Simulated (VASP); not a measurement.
Set up this calculation in VASP 6.6.1, as the native input.

```
Task                   : relaxation of the atoms
Functional             : PBEsol
Potentials or basis    : VASP PAW PBE potentials, release 64 (N, V_sv)
Cutoff                 : 520 eV
k mesh                 : 12 × 12 × 1
Occupations            : gaussian, width 0.1 eV
Spin                   : no spin polarisation
Dipole correction      : yes
Further INCAR settings : ALGO = Normal; EDIFF = 1e-07; NELMDL = -8; IBRION = 2; EDIFFG = -0.02; NSW = 80
```

The structure of V5N6 lies in POSCAR:

```
V5N6
1.0
    2.8799338846      0.0000000000      0.0000000000
   -1.4399669423      2.4940959053      0.0000000000
    0.0000000000      0.0000000000     26.7572808505
N V
6 5
Direct
    0.3333333333      0.6666666667      0.2802975400
    0.0000000000      0.0000000000      0.3681785240
    0.6666666667      0.3333333333      0.4560595080
    0.3333333333      0.6666666667      0.5439404920
    0.0000000000      0.0000000000      0.6318214760
    0.6666666667      0.3333333333      0.7197024600
    0.6666666667      0.3333333333      0.3242380320
    0.3333333333      0.6666666667      0.4121190160
    0.0000000000      0.0000000000      0.5000000000
    0.6666666667      0.3333333333      0.5878809840
    0.3333333333      0.6666666667      0.6757619680
```

The input as run:

INCAR

```
SYSTEM = V5N6
PREC     = Accurate       ! precision mode
ENCUT    = 520            ! plane-wave cutoff, eV
EDIFF    = 1E-7           ! SCF threshold, eV
ISMEAR   = 0              ! smearing method
SIGMA    = 0.1            ! smearing width, eV
LREAL    = .FALSE.        ! projectors in reciprocal space
LASPH    = .TRUE.         ! aspherical terms in the spheres
NELM     = 120            ! most SCF steps
ALGO     = Normal         ! electronic algorithm
ISIF     = 2              ! what is computed and relaxed
LWAVE    = .FALSE.        ! write WAVECAR
LCHARG   = .FALSE.        ! write CHGCAR
LDIPOL   = .TRUE.       
IDIPOL   = 3            
DIPOL    = 0.5 0.5 0.500
GGA      = PS             ! functional
IBRION   = 2              ! ionic algorithm
NSW      = 80             ! ionic steps
EDIFFG   = -0.02          ! ionic threshold
GGA_COMPAT= .FALSE.      
NELMIN   = 4            
NELMDL   = -8           
KPAR     = 4
```

KPOINTS

```
Automatic mesh
0
G
  12 12 1
  0 0 0
```

Potentials or basis: VASP PAW PBE potentials, release 64 (N, V_sv).

Command:

```console
$ cat potpaw_PBE.64/N/POTCAR potpaw_PBE.64/V_sv/POTCAR > POTCAR
$ mpirun -np 4 vasp_std > vasp.out
```

Results of the run:

```yaml
Energy_gained_by_relaxing: 137.4 meV/atom
Ionic_steps: 16
Largest_force_after_relaxing: 0.010 eV/Å
Band_gap_on_the_k_mesh: zero (an odd number of electrons rules out a gap without spin polarisation)
```

Caveat: the PAW data sets were made with another functional, which shifts forces and pressure a little; an odd number of electrons without spin polarisation forces a metal; a magnetic or distorted state may lie lower; the run has no spin polarisation, though such a crystal can be magnetic.

Run time: 26 min on 4 MPI ranks on AMD EPYC 7R13 Processor (Zen 3), on a shared host, peak memory 0.43 GiB a rank.
